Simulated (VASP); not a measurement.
Input of a VASP 6.6.1 run:

File POSCAR:

```
CO
1.0
    5.6300000000      0.0000000000      0.0000000000
    0.0000000000      5.6300000000      0.0000000000
    0.0000000000      0.0000000000      5.6300000000
C O
4 4
Direct
    0.9580000000      0.9580000000      0.9580000000
    0.5420000000      0.0420000000      0.4580000000
    0.4580000000      0.5420000000      0.0420000000
    0.0420000000      0.4580000000      0.5420000000
    0.0670000000      0.0670000000      0.0670000000
    0.4330000000      0.9330000000      0.5670000000
    0.5670000000      0.4330000000      0.9330000000
    0.9330000000      0.5670000000      0.4330000000
```

The input INCAR.step1:

```
SYSTEM = CO
PREC     = Accurate       ! precision mode
ENCUT    = 520            ! plane-wave cutoff, eV
ISMEAR   = 0              ! smearing method
SIGMA    = 0.025          ! smearing width, eV
LREAL    = .FALSE.        ! projectors in reciprocal space
LASPH    = .TRUE.         ! aspherical terms in the spheres
NELM     = 100            ! most SCF steps
ISYM     = 0            
NBANDS   = 30             ! bands
GGA      = PE             ! functional
ALGO     = Normal         ! electronic algorithm
EDIFF    = 1E-4           ! SCF threshold, eV
LWAVE    = .TRUE.         ! write WAVECAR
LCHARG   = .FALSE.        ! write CHGCAR
```

File INCAR.step2:

```
SYSTEM = CO
PREC     = Accurate       ! precision mode
ENCUT    = 520            ! plane-wave cutoff, eV
EDIFF    = 1E-6           ! SCF threshold, eV
ISMEAR   = 0              ! smearing method
SIGMA    = 0.025          ! smearing width, eV
LREAL    = .FALSE.        ! projectors in reciprocal space
LASPH    = .TRUE.         ! aspherical terms in the spheres
NELM     = 100            ! most SCF steps
ALGO     = Normal         ! electronic algorithm
ISIF     = 2              ! what is computed and relaxed
LWAVE    = .FALSE.        ! write WAVECAR
LCHARG   = .FALSE.        ! write CHGCAR
METAGGA  = R2SCAN         ! meta-GGA
LMIXTAU  = .TRUE.       
ISYM     = 0            
NBANDS   = 30             ! bands
ISTART   = 1
```

KPOINTS

```
regular mesh
0
G
  3 3 3
  0 0 0
```

Potentials or basis: VASP PAW PBE potentials, release 64 (C, O).

Run with:

```bash
$ cat potpaw_PBE.64/C/POTCAR potpaw_PBE.64/O/POTCAR > POTCAR
$ cp INCAR.step1 INCAR
$ mpirun -np 1 vasp_std > vasp.out
$ cp INCAR.step2 INCAR
$ mpirun -np 1 vasp_std > vasp.out
```

Task: Estimate the pressure.

Result: 14.2 GPa.

Task: Predict the largest force.

Result: 11.267 eV/Å.

Task: What does it give for the band gap on the k mesh?

Result: 7.14 eV, direct.

Forces on the atoms (eV/Å):
```
C   -6.495 -6.495 -6.495
C    6.495  6.495 -6.495
C   -6.495  6.495  6.495
C    6.495 -6.495  6.495
O    6.505  6.505  6.505
O   -6.505 -6.505  6.505
O    6.505 -6.505 -6.505
O   -6.505  6.505 -6.505
```

Caveat: the PAW data sets were made with another functional, which shifts forces and pressure a little. A k mesh can miss the band edges.
